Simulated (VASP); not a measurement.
The system is ZnIn.

```
Zn In
1.0
     0.00000    2.68903    2.68903
     2.68903    0.00000    2.68903
     2.68903    2.68903    0.00000
Zn In
1 1
Direct
  0.00000 0.00000 0.00000
  0.50000 0.50000 0.50000
```

- Program: VASP 6.6.1
- Task: relaxation of cell and atoms
- Functional: PBE
- Potentials or basis: VASP PAW PBE potentials, release 64 (Zn, In_d)
- Cutoff: 600 eV
- k mesh: 6 × 6 × 6
- Occupations: gaussian, width 0.1 eV
- Spin: no spin polarisation

At the start: pressure 12.0 GPa; volume 19.44 Å³/atom.

Task: Where does the relaxation end?

Result: Over 3 steps the energy falls by 117.2 meV/atom and the volume is 23.17 Å³/atom (+19.2 %); space group Fm-3m (No. 225, to 0.1 Å) before and after.

Step by step:
```tsv
step	energy change (eV)	largest force (eV/Å)	pressure (GPa)	volume (Å³)
1	0.0000	0.0000	12.03	38.89
2	-0.2311	0.0000	-1.05	47.70
3	-0.2344	0.0000	0.25	46.35
```

Final structure:
```
CELL_PARAMETERS angstrom
0.00000 2.85096 2.85096
2.85096 0.00000 2.85096
2.85096 2.85096 0.00000
ATOMIC_POSITIONS crystal
Zn 0.00000 0.00000 0.00000
In 0.50000 0.50000 0.50000
```

Caveat: the volume moved by over 15 % at a fixed basis, so the end points are rough.
